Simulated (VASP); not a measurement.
# TiRh3 in VASP: further runs

TiRh3 is run at these levels: LDA; tasks: electric field gradients.

Everything below comes from runs of VASP 6.6.1. Logs are shortened: lines on timing, memory, paths and dates and some standing lists are left out, and cuts for length are marked.

## (1) The cell of the first run

The structure is tetragonal, space group P4/mmm (No. 123). The conventional cell has a = 3.860 Å, b = 3.860 Å, c = 3.822 Å, α = 90.00°, β = 90.00°, γ = 90.00°. Ti (site symmetry 4/mmm) has 12 Rh at 2.72 to 2.73 Å within 3.6 Å. Rh (site symmetry mmm) has 4 Ti at 2.72 Å and 8 Rh at 2.72 to 2.73 Å within 3.6 Å. Within 3.6 Å of Rh (site symmetry 4/mmm) lie 8 Rh at 2.72 Å and 4 Ti at 2.73 Å.

## (2) Electric field gradients, LDA (equal xx and yy strain of +1 %)

INCAR

```
SYSTEM = TiRh3
PREC = Accurate ; ENCUT = 520
EDIFF = 1E-8 ; ISMEAR = -1
SIGMA = 0.03 ; LREAL = .False.
LASPH = .True. ; NELM = 100
ALGO = Normal ; ISIF = 2
LWAVE = .False. ; LCHARG = .False.
LEFG = .True. ; NBANDS = 36
```

KPOINTS

```
regular mesh
0
Gamma
  10 10 10
  0 0 0
```

POSCAR

```
TiRh3
1.0
    3.8602200000      0.0000000000      0.0000000000
    0.0000000000      3.8602200000      0.0000000000
    0.0000000000      0.0000000000      3.8220000000
Ti Rh
1 3
Direct
    0.0000000000      0.0000000000      0.0000000000
    0.0000000000      0.5000000000      0.5000000000
    0.5000000000      0.0000000000      0.5000000000
    0.5000000000      0.5000000000      0.0000000000
```

Potentials or basis: VASP PAW LDA potentials, release 64 (Ti_sv, Rh_pv).

Started as:

```sh
$ cat potpaw_LDA.64/Ti_sv/POTCAR potpaw_LDA.64/Rh_pv/POTCAR > POTCAR
$ mpirun -np 1 vasp_std > vasp.out
```

OUTCAR:

```text
SYSTEM = TiRh3
   PREC = Accurate
   ENCUT = 520
   EDIFF = 1E-8
   ISMEAR = -1
   LREAL = .False.
   LASPH = .True.
   NELM = 100
   ISIF = 2

 ion  position               nearest neighbor table
   1  0.000  0.000  0.000-   2 2.72   3 2.72   2 2.72   3 2.72   2 2.72   2 2.72   3 2.72   3 2.72
                             4 2.73   4 2.73   4 2.73   4 2.73
   2  0.000  0.500  0.500-   1 2.72   4 2.72   1 2.72   4 2.72   1 2.72   1 2.72   4 2.72   4 2.72
                             3 2.73   3 2.73   3 2.73   3 2.73
   3  0.500  0.000  0.500-   1 2.72   4 2.72   1 2.72   4 2.72   4 2.72   4 2.72   1 2.72   1 2.72
                             2 2.73   2 2.73   2 2.73   2 2.73
   4  0.500  0.500  0.000-   2 2.72   3 2.72   2 2.72   3 2.72   3 2.72   3 2.72   2 2.72   2 2.72
                             1 2.73   1 2.73   1 2.73   1 2.73

  LATTYP: Found a simple tetragonal cell.
 ALAT       =     3.8602200000
 C/A-ratio  =     0.9900990099

  Lattice vectors:

 A1 = (   3.8602200000,   0.0000000000,   0.0000000000)
 A2 = (   0.0000000000,   3.8602200000,   0.0000000000)
 A3 = (   0.0000000000,   0.0000000000,   3.8220000000)

Analysis of symmetry for initial positions (statically):
=====================================================================
 Subroutine PRICEL returns:
 Original cell was already a primitive cell.

 Routine SETGRP: Setting up the symmetry group for a
 simple tetragonal supercell.

 Subroutine GETGRP returns: Found 16 space group operations
 (whereof 16 operations were pure point group operations)
 out of a pool of 16 trial point group operations.

The static configuration has the point symmetry D_4h.

Analysis of symmetry for dynamics (positions and initial velocities):
=====================================================================
 Subroutine PRICEL returns:
 Original cell was already a primitive cell.

 Routine SETGRP: Setting up the symmetry group for a
 simple tetragonal supercell.

 Subroutine GETGRP returns: Found 16 space group operations
 (whereof 16 operations were pure point group operations)
 out of a pool of 16 trial point group operations.

The dynamic configuration has the point symmetry D_4h.

 Subroutine INISYM returns: Found 16 space group operations
 (whereof 16 operations are pure point group operations),
 and found     1 'primitive' translations

----------------------------------------------------------------------------------------

                                     Primitive cell

  volume of cell :      56.9528

  direct lattice vectors                    reciprocal lattice vectors
     3.860220000  0.000000000  0.000000000     0.259052593  0.000000000  0.000000000
     0.000000000  3.860220000  0.000000000     0.000000000  0.259052593  0.000000000
     0.000000000  0.000000000  3.822000000     0.000000000  0.000000000  0.261643119

  length of vectors
     3.860220000  3.860220000  3.822000000     0.259052593  0.259052593  0.261643119

  position of ions in fractional coordinates (direct lattice)
     0.000000000  0.000000000  0.000000000
     0.000000000  0.500000000  0.500000000
     0.500000000  0.000000000  0.500000000
     0.500000000  0.500000000  0.000000000

  ion indices of the primitive-cell ions
   primitive index   ion index
                 1           1
                 2           2
                 3           3
                 4           4

----------------------------------------------------------------------------------------

 KPOINTS: regular mesh

Automatic generation of k-mesh.
 Grid dimensions read from file:
 generate k-points for:   10   10   10

 Generating k-lattice:

[... 44 lines left out ...]
   number of dos      NEDOS =    301   number of ions     NIONS =      4
   total plane-waves  NPLWV =  25200
   dimension x,y,z NGX =    30 NGY =   30 NGZ =   28
   dimension x,y,z NGXF=    60 NGYF=   60 NGZF=   56
   ions per type =               1   3
   NGX,Y,Z   is equivalent  to a cutoff of  12.92, 12.92, 12.18 a.u.
   NGXF,Y,Z  is equivalent  to a cutoff of  25.84, 25.84, 24.36 a.u.
 SYSTEM =  TiRh3
   PREC   = accura    normal or accurate (medium, high low for compatibility)
   ISTART =      0    job   : 0-new  1-cont  2-samecut
   ICHARG =      2    charge: 1-file 2-atom 10-const
   ISPIN  =      1    spin polarized calculation?
   LNONCOLLINEAR =      F non collinear calculations
   LSORBIT =      F    spin-orbit coupling
   LASPH  =      T    aspherical Exc in radial PAW
   ENCUT  =  520.0 eV  38.22 Ry    6.18 a.u.   7.18  7.18  7.11*2*pi/ulx,y,z
   NELM   =    100;   NELMIN=  2; NELMDL= -5     # of ELM steps
   EDIFF  = 0.1E-07   stopping-criterion for ELM
   LREAL  =      F    real-space projection
   EDIFFG = 0.1E-06   stopping-criterion for IOM
   NSW    =      0    number of steps for IOM
   IBRION =     -1    ionic relax: 0-MD 1-quasi-New 2-CG
   NFREE  =      0    steps in history (QN), initial steepest desc. (CG)
   ISIF   =      2    stress and relaxation
   ISYM   =      2    0-nonsym 1-usesym 2-fastsym
   POTIM  = 0.5000    time-step for ionic-motion
   TEBEG  =    0.0;   TEEND  =   0.0 temperature during run
   PSTRESS=    0.0 pullay stress
   NELECT =      57.0000    total number of electrons
   NUPDOWN=      -1.0000    fix difference up-down
   EMIN   =  10.00;   EMAX   =-10.00  energy-range for DOS
   EFERMI =   0.00;   METHOD = LEGACY
   ISMEAR =    -1;   SIGMA  =   0.03  broadening in eV -4-tet -1-fermi 0-gaus
   EFERMI_NEDOS =   21; number of points for ismear=-14 and -15
   IALGO  =     38    algorithm
   IMIX   =      4    mixing-type and parameters
     AMIX     =   0.40;   BMIX     =  1.00
     AMIX_MAG =   1.60;   BMIX_MAG =  1.00
  volume/ion in A,a.u.               =      14.24        96.08
  Fermi-wavevector in a.u.,A,eV,Ry     =   1.637551  3.094523 36.485022  2.681573
  Thomas-Fermi vector in A             =   2.728672
   LORBIT       =      0    0 simple, 1 ext, 2 COOP (PROOUT), +10 PAW based schemes
   GGA     = CA    functional components
   LHFCALC =     F    Hartree Fock is set to
   AEXX    =    0.0000 exact exchange contribution
   IVDW    =     0    specifies the selected vdW correction
   LEPSILON=     F    determine dielectric tensor
   LRPA    =     F    only Hartree local field effects (RPA)
 non-spin polarized calculation
  energy-cutoff  :      520.00
  volume of cell :       56.95
 maximum number of plane-waves:      1552
 NGX is ok and might be reduce to    30
   NGX = 15   NGY = 15   NGZ = 15

 number of electron      57.0000043 magnetization

 Free energy of the ion-electron system (eV)
  ---------------------------------------------------
  ext. energy  EPLUGINS =         0.00000000
  ---------------------------------------------------
  free energy    TOTEN  =       -37.06902882 eV

  energy without entropy =      -37.05702341  energy(sigma->0) =      -37.06302612

 E-fermi :  10.6715     XC(G=0): -13.7900

 val. band max:       10.6659596425   @ k =   0.1000   0.0000   0.3000
 cond. band min:      10.6717903432   @ k =   0.2000   0.0000   0.4000
 fundamental gap:      0.0058307007
 Fermi energy:        10.6715123268

 k-point     1 :       0.0000    0.0000    0.0000
  band No.  band energies     occupation
      1     -45.6030      2.00000
      2     -35.5671      2.00000
      3     -35.5671      2.00000
      4     -35.5662      2.00000
      5     -35.3000      2.00000
      6     -35.2947      2.00000
[... 925 lines left out ...]
     35      13.8272      0.00000
     36      16.0248      0.00000

 [... further k-points ...]

------------------------ aborting loop because EDIFF is reached ----------------------------------------

  FORCE on cell =-STRESS in cart. coord.  units (eV):
  Direction    XX          YY          ZZ          XY          YZ          ZX
  --------------------------------------------------------------------------------------
  -------------------------------------------------------------------------------------
  Total       -5.1684519     -5.1684519     -4.5467166      0.0000000      0.0000000      0.0000000
  in kB     -145.3972750   -145.3972750   -127.9068122      0.0000000      0.0000000      0.0000000
  external PRESSURE =    -139.5671207 kB  Pullay stress =       0.0000000 kB

 VOLUME and BASIS-vectors are now :
 -----------------------------------------------------------------------------
  energy-cutoff  :      520.00
  volume of cell :       56.95
      direct lattice vectors                 reciprocal lattice vectors
     3.860220000  0.000000000  0.000000000     0.259052593  0.000000000  0.000000000
     0.000000000  3.860220000  0.000000000     0.000000000  0.259052593  0.000000000
     0.000000000  0.000000000  3.822000000     0.000000000  0.000000000  0.261643119

 POSITION                                       TOTAL-FORCE (eV/Angst)
 -----------------------------------------------------------------------------------
      0.00000      0.00000      0.00000         0.000000      0.000000      0.000000
      0.00000      1.93011      1.91100         0.000000      0.000000      0.000000
      1.93011      0.00000      1.91100         0.000000      0.000000      0.000000
      1.93011      1.93011      0.00000         0.000000      0.000000      0.000000
 -----------------------------------------------------------------------------------
    total drift:                                0.000000      0.000000     -0.000000

  FREE ENERGIE OF THE ION-ELECTRON SYSTEM (eV)
  ---------------------------------------------------
  free  energy   TOTEN  =       -37.0690288241 eV

  energy  without entropy=      -37.0570234134  energy(sigma->0) =      -37.06302612

 Electric field gradients (V/A^2)
---------------------------------------------------------------------
 ion       V_xx      V_yy      V_zz      V_xy      V_xz      V_yz
---------------------------------------------------------------------
   1       0.150     0.150    -0.300    -0.000     0.000     0.000
   2     -31.209    16.286    14.923    -0.000     0.000     0.000
   3      16.286   -31.209    14.923    -0.000    -0.000    -0.000
   4      14.477    14.477   -28.953    -0.000    -0.000     0.000
---------------------------------------------------------------------

 Electric field gradients after diagonalization (V/A^2)
 (convention: |V_zz| > |V_xx| > |V_yy|)
----------------------------------------------------------------------
 ion       V_xx      V_yy      V_zz     asymmetry (V_yy - V_xx)/ V_zz
----------------------------------------------------------------------
   1       0.150     0.150    -0.300       0.000
   2      16.286    14.923   -31.209       0.044
   3      16.286    14.923   -31.209       0.044
   4      14.477    14.477   -28.953       0.000
----------------------------------------------------------------------

           NMR quadrupolar parameters

 Cq : quadrupolar parameter    Cq=e*Q*V_zz/h
 eta: asymmetry parameters     (V_yy - V_xx)/ V_zz
 Q  : nuclear electric quadrupole moment in mb (millibarn)
----------------------------------------------------------------------
 ion       Cq(MHz)       eta       Q (mb)
----------------------------------------------------------------------
   1      -0.001       0.000       1.000
   2      -0.075       0.044       1.000
   3      -0.075       0.044       1.000
   4      -0.070       0.000       1.000
----------------------------------------------------------------------
```

It took 4.8 min on 1 thread of Intel Xeon 8259CL, shared host; peak memory 0.31 GiB.

Results:

```
Free energy                             : -37.0690 eV
Pressure                                : -14.0 GPa
Band gap on the k mesh                  : zero (an odd number of electrons rules out a gap without spin polarisation)
Largest electric field gradient by atom : Ti -0.3; Rh -31.2, -29.0 (each value once) V/Å²
```

Stress tensor (GPa, compression positive):
```
-14.54   0.00   0.00
  0.00 -14.54   0.00
  0.00   0.00 -12.79
```

Electric field gradients, principal values (V/Å²):
| atom | least | middle | greatest (by size) |
| --- | --- | --- | --- |
| 1 Ti | 0.150 | 0.150 | -0.300 |
| 2 Rh | 14.923 | 16.286 | -31.209 |
| 3 Rh | 14.923 | 16.286 | -31.209 |
| 4 Rh | 14.477 | 14.477 | -28.953 |

Caveat: the cell differs from its parent crystal (equal xx and yy strain of +1 %); the cell stands under tension; without QUAD_EFG the Cq values of the log hold for a quadrupole moment of 1 mb, not for the nuclei.

## (3) Electric field gradients, LDA (13.40 Å³/atom)

This run uses another cell than the first one, of 13.40 Å³/atom.

INCAR

```
SYSTEM = TiRh3
ALGO = Normal ; EDIFF = 1E-8
ENCUT = 520 ; GGA = CA
ISIF = 2 ; ISMEAR = -1
LASPH = .True. ; LCHARG = .False.
LEFG = .True. ; LREAL = .False.
LWAVE = .False. ; NBANDS = 36
NELM = 60 ; PREC = Accurate
SIGMA = 0.03
```

KPOINTS

```
k-points
0
Gamma
  10 10 10
  0 0 0
```

POSCAR

```
TiRh3
1.0
    3.7703450192      0.0000000000      0.0000000000
    0.0000000000      3.7703450192      0.0000000000
    0.0000000000      0.0000000000      3.7703450192
Ti Rh
1 3
Direct
    0.0000000000      0.0000000000      0.0000000000
    0.0000000000      0.5000000000      0.5000000000
    0.5000000000      0.0000000000      0.5000000000
    0.5000000000      0.5000000000      0.0000000000
```

Potentials or basis: VASP PAW LDA potentials, release 64 (Ti_sv, Rh_pv).

Started as:

```sh
$ cat potpaw_LDA.64/Ti_sv/POTCAR potpaw_LDA.64/Rh_pv/POTCAR > POTCAR
$ mpirun -np 1 vasp_std > vasp.out
```

OUTCAR:

```text
SYSTEM = TiRh3
   EDIFF = 1E-8
   ENCUT = 520
   GGA = CA
   ISIF = 2
   ISMEAR = -1
   LASPH = .True.
   LREAL = .False.
   NELM = 60
   PREC = Accurate

 ion  position               nearest neighbor table
   1  0.000  0.000  0.000-   2 2.67   3 2.67   4 2.67   2 2.67   3 2.67   2 2.67   4 2.67   2 2.67
                             3 2.67   4 2.67   3 2.67   4 2.67
   2  0.000  0.500  0.500-   1 2.67   3 2.67   4 2.67   1 2.67   4 2.67   1 2.67   3 2.67   1 2.67
                             3 2.67   4 2.67   4 2.67   3 2.67
   3  0.500  0.000  0.500-   1 2.67   2 2.67   4 2.67   1 2.67   4 2.67   2 2.67   4 2.67   4 2.67
                             1 2.67   2 2.67   1 2.67   2 2.67
   4  0.500  0.500  0.000-   1 2.67   2 2.67   3 2.67   2 2.67   3 2.67   1 2.67   3 2.67   3 2.67
                             1 2.67   2 2.67   2 2.67   1 2.67
[... 1170 lines left out ...]
   1       0.000     0.000     0.000     0.000    -0.000    -0.000
   2     -37.047    18.523    18.523     0.000    -0.000     0.000
   3      18.523   -37.047    18.523    -0.000    -0.000     0.000
   4      18.523    18.523   -37.047     0.000     0.000     0.000
---------------------------------------------------------------------

 Electric field gradients after diagonalization (V/A^2)
 (convention: |V_zz| > |V_xx| > |V_yy|)
----------------------------------------------------------------------
 ion       V_xx      V_yy      V_zz     asymmetry (V_yy - V_xx)/ V_zz
----------------------------------------------------------------------
   1       0.000     0.000     0.000      -0.176
   2      18.523    18.523   -37.047       0.000
   3      18.523    18.523   -37.047       0.000
   4      18.523    18.523   -37.047       0.000
----------------------------------------------------------------------

           NMR quadrupolar parameters

 Cq : quadrupolar parameter    Cq=e*Q*V_zz/h
 eta: asymmetry parameters     (V_yy - V_xx)/ V_zz
 Q  : nuclear electric quadrupole moment in mb (millibarn)
----------------------------------------------------------------------
 ion       Cq(MHz)       eta       Q (mb)
----------------------------------------------------------------------
   1       0.000      -0.176       1.000
   2      -0.090       0.000       1.000
   3      -0.090       0.000       1.000
   4      -0.090       0.000       1.000
----------------------------------------------------------------------
```

OSZICAR:

```text
N       E                     dE             d eps       ncg     rms          rms(c)
DAV:   1     0.758718608545E+03    0.75872E+03   -0.32817E+04  4032   0.191E+03
DAV:   2     0.467027030333E+01   -0.75405E+03   -0.73553E+03  4160   0.592E+02
DAV:   3    -0.386792464124E+02   -0.43350E+02   -0.41238E+02  5208   0.142E+02
DAV:   4    -0.403575664682E+02   -0.16783E+01   -0.16624E+01  5104   0.239E+01
DAV:   5    -0.403883398952E+02   -0.30773E-01   -0.30765E-01  4816   0.323E+00    0.205E+01
DAV:   6    -0.377305386335E+02    0.26578E+01   -0.10205E+01  5100   0.259E+01    0.883E+00
DAV:   7    -0.379642913959E+02   -0.23375E+00   -0.83784E+00  5052   0.200E+01    0.704E+00
DAV:   8    -0.372196542290E+02    0.74464E+00   -0.15939E+00  5492   0.917E+00    0.197E+00
DAV:   9    -0.372285629634E+02   -0.89087E-02   -0.14439E-01  5388   0.202E+00    0.123E+00
DAV:  10    -0.372172786764E+02    0.11284E-01   -0.77641E-02  4852   0.197E+00    0.246E-01
DAV:  11    -0.372163887831E+02    0.88989E-03   -0.75492E-03  5416   0.610E-01    0.171E-01
DAV:  12    -0.372160980562E+02    0.29073E-03   -0.73279E-04  5040   0.190E-01    0.320E-02
DAV:  13    -0.372160955884E+02    0.24678E-05   -0.49263E-05  4540   0.481E-02    0.130E-02
DAV:  14    -0.372160949581E+02    0.63026E-06   -0.68929E-06  4860   0.184E-02    0.407E-03
DAV:  15    -0.372160949055E+02    0.52654E-07   -0.30107E-07  4376   0.410E-03    0.425E-03
DAV:  16    -0.372160947451E+02    0.16037E-06   -0.46167E-07  5072   0.411E-03    0.442E-04
DAV:  17    -0.372160947440E+02    0.11078E-08   -0.16506E-08  3328   0.826E-04
   1 F= -.37216095E+02 E0= -.37210546E+02  d E =-.110966E-01
```

It took 2.4 min on 1 thread of Intel Xeon 8259CL, shared host; peak memory 0.21 GiB.

What came out:

```
Free energy                             : -37.2161 eV
Pressure                                : 0.8 GPa
Band gap on the k mesh                  : zero (an odd number of electrons rules out a gap without spin polarisation)
Largest electric field gradient by atom : Ti +0.0; Rh -37.0 V/Å²
```

Electric field gradients, principal values (V/Å²):
| atom | least | middle | greatest (by size) |
| --- | --- | --- | --- |
| 1 Ti | 0.000 | 0.000 | 0.000 |
| 2 Rh | 18.523 | 18.523 | -37.047 |
| 3 Rh | 18.523 | 18.523 | -37.047 |
| 4 Rh | 18.523 | 18.523 | -37.047 |

Caveat: without QUAD_EFG the Cq values of the log hold for a quadrupole moment of 1 mb, not for the nuclei.

(Continued in part 2 of 2.)
